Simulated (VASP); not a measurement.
# FeNi3 (Fm-3m) in VASP: further runs

FeNi3 is run at these levels: r2SCAN; tasks: single point.

All numbers are computed with VASP 6.6.1; they aren't measurements. Logs are shortened: lines on timing, memory, paths and dates and some standing lists are left out, and cuts for length are marked.

## (1) The cell of the first run

The structure is cubic, space group Fm-3m (No. 225). Conventional cell: a = 5.348 Å, b = 5.348 Å, c = 5.348 Å, α = 90.00°, β = 90.00°, γ = 90.00°. Within 3.1 Å of Fe (site symmetry m-3m) lie 14 Ni at 2.32 to 2.67 Å. Ni (site symmetry -43m) has 10 Ni at 2.32 to 2.67 Å and 4 Fe at 2.32 Å within 3.1 Å. Ni (site symmetry m-3m) has 8 Ni at 2.32 Å and 6 Fe at 2.67 Å within 3.1 Å.

## (2) Single point, r2SCAN, collinear spin, ferromagnetic start

The input, POSCAR:

```
FeNi3
1.0
    0.0000000000      2.6739668453      2.6739668453
    2.6739668453      0.0000000000      2.6739668453
    2.6739668453      2.6739668453      0.0000000000
Fe Ni
1 3
Direct
    0.0000000000      0.0000000000      0.0000000000
    0.7500000000      0.7500000000      0.7500000000
    0.2500000000      0.2500000000      0.2500000000
    0.5000000000      0.5000000000      0.5000000000
```

The input, INCAR.step1:

```
SYSTEM = FeNi3
  PREC = Accurate
  ENCUT = 520
  ISMEAR = 1
  SIGMA = 0.1
  LREAL = .FALSE.
  LASPH = .TRUE.
  NELM = 150
  ISPIN = 2
  MAGMOM = 2.4 1 1 1
  LMAXMIX = 4
  NBANDS = 31
  GGA = PE
  ALGO = Normal
  EDIFF = 1E-4
  LWAVE = .TRUE.
  LCHARG = .FALSE.
```

The input, INCAR.step2:

```
SYSTEM = FeNi3
  PREC = Accurate
  ENCUT = 520
  EDIFF = 1E-6
  ISMEAR = 1
  SIGMA = 0.1
  LREAL = .FALSE.
  LASPH = .TRUE.
  NELM = 150
  ALGO = Normal
  ISIF = 2
  LWAVE = .FALSE.
  LCHARG = .FALSE.
  ISPIN = 2
  MAGMOM = 2.4 1 1 1
  LORBIT = 11
  LMAXMIX = 4
  METAGGA = R2SCAN
  LMIXTAU = .TRUE.
  NBANDS = 31
  ISTART = 1
```

The input, KPOINTS:

```
Automatic mesh
0
G
  7 7 7
  0 0 0
```

Potentials or basis: VASP PAW PBE potentials, release 64 (Fe, Ni).

Started as:

```console
$ cat potpaw_PBE.64/Fe/POTCAR potpaw_PBE.64/Ni/POTCAR > POTCAR
$ cp INCAR.step1 INCAR
$ mpirun -np 1 vasp_std > vasp.out
$ cp INCAR.step2 INCAR
$ mpirun -np 1 vasp_std > vasp.out
```

OUTCAR:

```text
SYSTEM = FeNi3
   PREC = Accurate
   ENCUT = 520
   EDIFF = 1E-6
   ISMEAR = 1
   LREAL = .FALSE.
   LASPH = .TRUE.
   NELM = 150
   ISIF = 2
   ISPIN = 2
   LORBIT = 11
   METAGGA = R2SCAN
   ISTART = 1

 ion  position               nearest neighbor table
   1  0.000  0.000  0.000-   2 2.32   2 2.32   2 2.32   2 2.32   3 2.32   3 2.32   3 2.32   3 2.32
                             4 2.67   4 2.67   4 2.67   4 2.67   4 2.67   4 2.67
   2  0.750  0.750  0.750-   4 2.32   4 2.32   4 2.32   1 2.32   4 2.32   1 2.32   1 2.32   1 2.32
                             3 2.67   3 2.67   3 2.67   3 2.67   3 2.67   3 2.67
   3  0.250  0.250  0.250-   1 2.32   1 2.32   1 2.32   1 2.32   4 2.32   4 2.32   4 2.32   4 2.32
                             2 2.67   2 2.67   2 2.67   2 2.67   2 2.67   2 2.67
   4  0.500  0.500  0.500-   3 2.32   3 2.32   3 2.32   2 2.32   3 2.32   2 2.32   2 2.32   2 2.32
                             1 2.67   1 2.67   1 2.67   1 2.67   1 2.67   1 2.67

  LATTYP: Found a face centered cubic cell.
 ALAT       =     5.3479336906

  Lattice vectors:

 A1 = (   0.0000000000,   2.6739668453,   2.6739668453)
 A2 = (   2.6739668453,   0.0000000000,   2.6739668453)
 A3 = (   2.6739668453,   2.6739668453,   0.0000000000)

Analysis of symmetry for initial positions (statically):
=====================================================================
 Subroutine PRICEL returns:
 Original cell was already a primitive cell.

 Routine SETGRP: Setting up the symmetry group for a
 face centered cubic supercell.

 Subroutine GETGRP returns: Found 48 space group operations
 (whereof 48 operations were pure point group operations)
 out of a pool of 48 trial point group operations.

The static configuration has the point symmetry O_h .

Analysis of symmetry for dynamics (positions and initial velocities):
=====================================================================
 Subroutine PRICEL returns:
 Original cell was already a primitive cell.

 Routine SETGRP: Setting up the symmetry group for a
 face centered cubic supercell.

 Subroutine GETGRP returns: Found 48 space group operations
 (whereof 48 operations were pure point group operations)
 out of a pool of 48 trial point group operations.

The dynamic configuration has the point symmetry O_h .

Analysis of structural, dynamic, and magnetic symmetry:
=====================================================================
 Subroutine PRICEL returns:
 Original cell was already a primitive cell.

 Routine SETGRP: Setting up the symmetry group for a
 face centered cubic supercell.

 Subroutine GETGRP returns: Found 48 space group operations
[... 131 lines left out ...]
   LEPSILON=     F    determine dielectric tensor
   LRPA    =     F    only Hartree local field effects (RPA)
 spin polarized calculation
 Methfessel and Paxton  Order N= 1 SIGMA  =   0.10
  energy-cutoff  :      520.00
  volume of cell :       38.24
 maximum number of plane-waves:      1041
   NGX = 13   NGY = 13   NGZ = 13

 number of electron      37.9999974 magnetization       4.3431643

 Free energy of the ion-electron system (eV)
  ---------------------------------------------------
  ext. energy  EPLUGINS =         0.00000000
  ---------------------------------------------------
  free energy    TOTEN  =       -49.61108956 eV

  energy without entropy =      -49.61112503  energy(sigma->0) =      -49.61110139

 E-fermi :  10.4451     XC(G=0): -15.3089

 val. band max:       10.4022890742   @ k =  -0.4286   0.2857   0.0000
 cond. band min:      10.4616196399   @ k =   0.4286   0.2857   0.1429
 fundamental gap:      0.0593305657
 Fermi energy:        10.4451312965

 spin component 1

 k-point     1 :       0.0000    0.0000    0.0000
  band No.  band energies     occupation
      1       0.1279      1.00000
      2       4.3823      1.00000
      3       4.3823      1.00000
      4       5.7575      1.00000
      5       5.7575      1.00000
      6       5.7575      1.00000
[... 669 lines left out ...]
     30      28.6003      0.00000
     31      29.6562      0.00000
 Fermi energy:        10.4451312965

 spin component 2

 k-point     1 :       0.0000    0.0000    0.0000
  band No.  band energies     occupation
      1      -0.1203      1.00000
      2       5.5435      1.00000
      3       5.5436      1.00000
      4       6.8602      1.00000
      5       6.8603      1.00000
      6       6.8603      1.00000
[... 669 lines left out ...]
     30      29.0250      0.00000
     31      30.1572      0.00000

------------------------ aborting loop because EDIFF is reached ----------------------------------------

  FORCE on cell =-STRESS in cart. coord.  units (eV):
  Direction    XX          YY          ZZ          XY          YZ          ZX
  --------------------------------------------------------------------------------------
  -------------------------------------------------------------------------------------
  Total        8.7615045      8.7615045      8.7615045     -0.0000000      0.0000000     -0.0000000
  in kB      367.1057784    367.1057784    367.1057784     -0.0000000      0.0000000     -0.0000000
  external PRESSURE =     367.1057784 kB  Pullay stress =       0.0000000 kB

 VOLUME and BASIS-vectors are now :
 -----------------------------------------------------------------------------
  energy-cutoff  :      520.00
  volume of cell :       38.24
      direct lattice vectors                 reciprocal lattice vectors
     0.000000000  2.673966845  2.673966845    -0.186988108  0.186988108  0.186988108
     2.673966845  0.000000000  2.673966845     0.186988108 -0.186988108  0.186988108
     2.673966845  2.673966845  0.000000000     0.186988108  0.186988108 -0.186988108

 POSITION                                       TOTAL-FORCE (eV/Angst)
 -----------------------------------------------------------------------------------
      0.00000      0.00000      0.00000        -0.000000     -0.000000     -0.000000
      4.01095      4.01095      4.01095         0.000000      0.000000     -0.000000
      1.33698      1.33698      1.33698        -0.000000     -0.000000      0.000000
      2.67397      2.67397      2.67397        -0.000000     -0.000000     -0.000000
 -----------------------------------------------------------------------------------
    total drift:                                0.000000      0.000000      0.000000

  FREE ENERGIE OF THE ION-ELECTRON SYSTEM (eV)
  ---------------------------------------------------
  free  energy   TOTEN  =       -49.6110895639 eV

  energy  without entropy=      -49.6111250335  energy(sigma->0) =      -49.61110139

 total charge

# of ion       s       p       d       tot
------------------------------------------
    1        0.539   0.664   6.221   7.424
    2        0.589   0.680   8.427   9.695
    3        0.589   0.680   8.427   9.695
    4        0.569   0.652   8.489   9.711
--------------------------------------------------
tot          2.286   2.675  31.563  36.525

 magnetization (x)

# of ion       s       p       d       tot
------------------------------------------
    1        0.014  -0.017   2.899   2.896
    2       -0.012  -0.063   0.710   0.635
    3       -0.012  -0.063   0.710   0.635
    4       -0.022  -0.058   0.273   0.194
--------------------------------------------------
tot         -0.031  -0.201   4.591   4.359
```

OSZICAR.step1:

```text
N       E                     dE             d eps       ncg     rms          rms(c)
DAV:   1     0.239343229070E+03    0.23934E+03   -0.16730E+04  2712   0.178E+03
DAV:   2    -0.119366573925E+02   -0.25128E+03   -0.23572E+03  2487   0.318E+02
DAV:   3    -0.272751636958E+02   -0.15339E+02   -0.14713E+02  2774   0.103E+02
DAV:   4    -0.274973167892E+02   -0.22215E+00   -0.22194E+00  2825   0.131E+01
DAV:   5    -0.275046422863E+02   -0.73255E-02   -0.73250E-02  3546   0.193E+00    0.243E+01
DAV:   6    -0.244618192518E+02    0.30428E+01   -0.17944E+01  2767   0.717E+01    0.139E+01
DAV:   7    -0.273915883242E+02   -0.29298E+01   -0.19526E+01  2920   0.100E+02    0.215E+01
DAV:   8    -0.241821038572E+02    0.32095E+01   -0.54730E+00  2863   0.568E+01    0.928E+00
DAV:   9    -0.238800045285E+02    0.30210E+00   -0.10786E+00  3502   0.246E+01    0.571E+00
DAV:  10    -0.238412113684E+02    0.38793E-01   -0.56865E-01  3880   0.163E+01    0.349E+00
DAV:  11    -0.238071560036E+02    0.34055E-01   -0.12004E-01  3165   0.611E+00    0.109E+00
DAV:  12    -0.238070525176E+02    0.10349E-03   -0.91666E-03  3329   0.146E+00    0.487E-01
DAV:  13    -0.238067327701E+02    0.31975E-03   -0.32408E-03  3558   0.123E+00    0.182E-01
DAV:  14    -0.238067740278E+02   -0.41258E-04   -0.87691E-04  2629   0.469E-01
   1 F= -.23806774E+02 E0= -.23806663E+02  d E =-.332277E-03  mag=     4.1750
```

Wall time 2.7 min (1 thread of Oxide Virtual Turin-like, shared host); peak memory 0.17 GiB.

Results:

* Free energy: -49.6111 eV
* Pressure: 36.7 GPa
* Net moment: 4.34 μB per cell
* Site moments: Fe +2.90; Ni +0.64, +0.19 (each value once) μB
* Valence electrons inside the program's atomic spheres: Fe 7.42; Ni 9.70, 9.71 (each value once)

Caveat: the cell stands under pressure; the PAW data sets were made with another functional, which shifts forces and pressure a little.

## (3) Single point, r2SCAN, collinear spin, ferromagnetic start

This run uses another cell than the first one, of 9.99 Å³/atom.

The input, POSCAR:

```
FeNi3
1.0
    0.0000000000      2.7138826830      2.7138826830
    2.7138826830      0.0000000000      2.7138826830
    2.7138826830      2.7138826830      0.0000000000
Fe Ni
1 3
Direct
    0.0000000000      0.0000000000      0.0000000000
    0.7500000000      0.7500000000      0.7500000000
    0.2500000000      0.2500000000      0.2500000000
    0.5000000000      0.5000000000      0.5000000000
```

The input, INCAR.step1:

```
PREC = Accurate ; ENCUT = 520
ISMEAR = 1 ; SIGMA = 0.1
LREAL = False ; LASPH = True
NELM = 150 ; ISPIN = 2
MAGMOM = 2.4 1 1 1 ; LMAXMIX = 4
NBANDS = 31 ; GGA = PE
ALGO = Normal ; EDIFF = 1E-4
LWAVE = True ; LCHARG = False
```

The input, INCAR.step2:

```
PREC = Accurate ; ENCUT = 520
EDIFF = 1E-6 ; ISMEAR = 1
SIGMA = 0.1 ; LREAL = False
LASPH = True ; NELM = 150
ALGO = Normal ; ISIF = 2
LWAVE = False ; LCHARG = True
ISPIN = 2 ; MAGMOM = 2.4 1 1 1
LORBIT = 11 ; LMAXMIX = 4
METAGGA = R2SCAN ; LMIXTAU = True
LELF = True ; LVHAR = True
NBANDS = 31 ; ISTART = 1
```

The input, KPOINTS:

```
regular mesh
0
Gamma
  7 7 7
```

Potentials or basis: VASP PAW PBE potentials, release 64 (Fe, Ni).

Started as:

```console
$ cat potpaw_PBE.64/Fe/POTCAR potpaw_PBE.64/Ni/POTCAR > POTCAR
$ cp INCAR.step1 INCAR
$ mpirun -np 1 vasp_std > vasp.out
$ cp INCAR.step2 INCAR
$ mpirun -np 1 vasp_std > vasp.out
```

It took 4.7 min on 1 thread of Oxide Virtual Turin-like, shared host; peak memory 0.18 GiB.

Results (log left out):

```yaml
Free_energy: -49.9238 eV
Pressure: 21.6 GPa
Net_moment: 4.35 μB per cell
Site_moments: Fe +2.96; Ni +0.63, +0.16 (each value once) μB
Valence_electrons_inside_the_program's_atomic_spheres: Fe 7.31; Ni 9.60, 9.61 (each value once)
```

Levels at points of the mesh, in eV from the Fermi level:
Spin up:
| k point | band 17 | band 18 | band 19 | band 20 | band 21 | band 22 | band 23 | band 24 | band 25 | band 26 |
| --- | --- | --- | --- | --- | --- | --- | --- | --- | --- | --- |
| (0.00, 0.00, 0.00) | -0.81 | -0.81 | -0.59 | -0.59 | -0.59 | 8.82 | 8.82 | 8.82 | 8.92 | 8.92 |
Spin down:
```tsv
k point	band 14	band 15	band 16	band 17	band 18	band 19	band 20	band 21
(0.00, 0.00, 0.00)	-0.45	-0.22	-0.22	1.08	1.08	1.08	1.80	1.80
```

Caveat: the cell stands under pressure; the PAW data sets were made with another functional, which shifts forces and pressure a little.

[end of part 1 of 2]
